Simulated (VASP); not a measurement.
TiIn4, 5 atoms in the cell. It takes space group I4/mmm (No. 139, tetragonal). Conventional cell: a = 9.296 Å, b = 9.296 Å, c = 2.972 Å, α = 90.00°, β = 90.00°, γ = 90.00°. Within 3.9 Å of Ti (site symmetry 4/mmm) lie 8 In at 2.96 Å and 2 Ti at 2.97 Å. In (site symmetry m2m) has 2 Ti at 2.96 Å and 8 In at 2.97 to 3.61 Å within 3.9 Å. The cell was built from a structure type or drawn by symmetry, and may not be a known phase.

```yaml
Program: VASP 6.6.1
Task: single point
Functional: PBE
Potentials_or_basis: VASP PAW PBE potentials, release 64 (Ti_sv, In_d)
Cutoff: 520 eV
k_mesh: 4 × 4 × 4
Occupations: gaussian, width 0.1 eV
Spin: no spin polarisation
Dipole_correction: no
Further_INCAR_settings: ALGO = Normal; EDIFF = 1e-07; NBANDS = 40
```

Potentials or basis: VASP PAW PBE potentials, release 64 (Ti_sv, In_d).

Launch:

```console
$ cat potpaw_PBE.64/Ti_sv/POTCAR potpaw_PBE.64/In_d/POTCAR > POTCAR
$ mpirun -np 1 vasp_std > vasp.out
```

Hardware: 1 thread of Intel(R) Xeon(R) 6975P-C (Granite Rapids), on a shared host.

**Question.** How long does it take, and how much memory?

**Answer.** It took 56 s on 1 thread of Intel(R) Xeon(R) 6975P-C (Granite Rapids) (shared host), peak memory 0.36 GiB. Counts: scf iterations 17, k points 13.
